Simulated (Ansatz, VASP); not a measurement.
# One calculation of Ca, two programs

Contents of INCAR:

```
SYSTEM = Ca
PREC = Accurate
ENCUT = 520
EDIFF = 1E-6
ISMEAR = 0
SIGMA = 0.15
LREAL = .FALSE.
LASPH = .TRUE.
NELM = 100
ALGO = Normal
ISIF = 2
LWAVE = .FALSE.
LCHARG = .FALSE.
GGA = PS
NBANDS = 11
```

KPOINTS

```
Automatic mesh
0
G
  14 14 14
  0 0 0
```

The input POSCAR:

```
Ca
1.0
    0.0000000000      2.5706640000      3.0177360000
    2.5706640000      0.0000000000      3.0177360000
    2.5706640000      2.5706640000      0.0000000000
Ca
1
Direct
    0.0000000000      0.0000000000      0.0000000000
```

Input for Ansatz:

```yaml
crystal:
  lattice:
    - [0.0, 2.570664, 3.017736]
    - [2.570664, 0.0, 3.017736]
    - [2.570664, 2.570664, 0.0]
  atoms:
    - { symbol: Ca, position: [0.0, 0.0, 0.0] }
basis:
  ecutwfc: 420
kpoints:
  mp_grid: { grid: [14, 14, 14] }
hamiltonian:
  xc: pbesol
scf:
  occupations: { method: gaussian, width: 0.15 }
output:
  forces: true
  stress: true
  eigenvalues: true
```

Change from the starting cell: strain -0.080 along x and y, +0.080 along z, atoms carried along.

Alike in both runs: task single point; functional PBEsol; k mesh 14 × 14 × 14; occupations gaussian, width 0.15 eV; no spin polarisation.

|  | VASP | Ansatz |
| --- | --- | --- |
| version | VASP 6.6.1 | Ansatz 0.2.0 |
| potentials or method | VASP PAW PBE potentials, release 64 (Ca_sv), cutoff 520 eV | scalar-relativistic, plane waves, PAW |
| valence electrons in the cell | 10 | 10 |

```tsv
	VASP	Ansatz	Ansatz less VASP
gap on the k mesh at the Fermi level (eV)	none	none	-
pressure (GPa)	0.3	0.3	+0.01
traceless stress, the component that is largest in VASP (GPa)	-1.57	-1.57	-0.001
```

VASP's potentials were made for PBE, not for PBEsol. A gap of «none» marks a metal or a gap that the smearing closes.
